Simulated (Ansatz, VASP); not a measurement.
**Two plane-wave programs on HfN2**

```
Hf N
1.0
     0.00000    3.15837    3.15837
     3.15837    0.00000    3.15837
     3.15837    3.15837    0.00000
Hf N
2 4
Direct
  0.50000 0.50000 0.50000
  0.75000 0.75000 0.75000
  0.12500 0.12500 0.12500
  0.62500 0.12500 0.12500
  0.12500 0.12500 0.62500
  0.12500 0.62500 0.12500
```

Alike in both runs: task relaxation of cell and atoms; functional PBE; k mesh 10 × 10 × 10; occupations gaussian, width 0.1 eV; no spin polarisation.

|  | VASP | Ansatz |
| --- | --- | --- |
| version | VASP 6.6.1 | Ansatz 0.2.0 |
| potentials or method | VASP PAW PBE potentials, release 64 (Hf_pv, N), cutoff 600 eV | scalar-relativistic, plane waves, PAW |
| valence electrons in the cell | 40 | 72 |

```csv
,VASP,Ansatz,Ansatz less VASP
"gap on the k mesh at the Fermi level, each at its own relaxed structure (eV)",none,none,-
relaxed volume (Å³/atom),10.39,10.49,+0.106
relaxed length of the cell vector where the two differ most in proportion (Å),4.450,4.466,+0.0151
```

A gap of «none» marks a metal or a gap that the smearing closes. VASP's potentials hold 40 valence electrons a cell and Ansatz's 72, so a difference there can come from the potentials and not from the codes.

Neither program's run includes spin-orbit coupling.
